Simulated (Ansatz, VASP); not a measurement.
One calculation of Ti, two programs

The input INCAR:

```
PREC     = Accurate       # precision mode
ENCUT    = 520            # plane-wave cutoff, eV
EDIFF    = 1E-6           # SCF threshold, eV
ISMEAR   = 0              # smearing method
SIGMA    = 0.1            # smearing width, eV
LREAL    = False          # projectors in reciprocal space
LASPH    = True           # aspherical terms in the spheres
NELM     = 80             # most SCF steps
ALGO     = Fast           # electronic algorithm
ISIF     = 2              # what is computed and relaxed
LWAVE    = False          # write WAVECAR
LCHARG   = False          # write CHGCAR
GGA      = PE             # functional
NBANDS   = 25             # bands
```

Contents of KPOINTS:

```
Automatic mesh
0
Gamma
  12 12 14
```

Contents of POSCAR:

```
Ti
1.0
    4.6253316648      0.0000000000      0.0000000000
   -2.3126658324      4.0056547226      0.0000000000
    0.0000000000      0.0000000000      2.8604943727
Ti
3
Direct
    0.0000000000      0.0000000000      0.0000000000
    0.3333333333      0.6666666667      0.5000000000
    0.6666666667      0.3333333333      0.5000000000
```

Input for Ansatz:

```yaml
crystal:
  lattice:
    - [4.6253316648, 0.0, 0.0]
    - [-2.3126658324, 4.0056547226, 0.0]
    - [0.0, 0.0, 2.8604943727]
  atoms:
    - { symbol: Ti, position: [0.0, 0.0, 0.0] }
    - { symbol: Ti, position: [0.3333333333, 0.6666666667, 0.5] }
    - { symbol: Ti, position: [0.6666666667, 0.3333333333, 0.5] }
basis:
  ecutwfc: 420
kpoints:
  mp_grid: { grid: [12, 12, 14] }
hamiltonian:
  xc: pbe
scf:
  occupations: { method: gaussian, width: 0.1 }
output:
  forces: true
  stress: true
  eigenvalues: true
```

Change from the starting cell: equal strain along all axes, cell held, atoms relaxed: +1.0 %.

Alike in both runs: task single point; functional PBE; k mesh 12 × 12 × 14; occupations gaussian, width 0.1 eV; no spin polarisation.

```csv
,VASP,Ansatz
version,VASP 6.6.1,Ansatz 0.2.0
potentials or method,"VASP PAW PBE potentials, release 64 (Ti_sv), cutoff 520 eV","scalar-relativistic, plane waves, PAW"
valence electrons in the cell,36,36
```

```csv
,VASP,Ansatz,Ansatz less VASP
gap on the k mesh at the Fermi level (eV),none,none,-
pressure (GPa),-3.4,-3.2,+0.21
"traceless stress, the component that is largest in VASP (GPa)",-0.15,-0.15,-0.001
```

A gap of «none» marks a metal or a gap that the smearing closes. With one functional, cell and mesh, what is left measures potentials, basis and numerics.
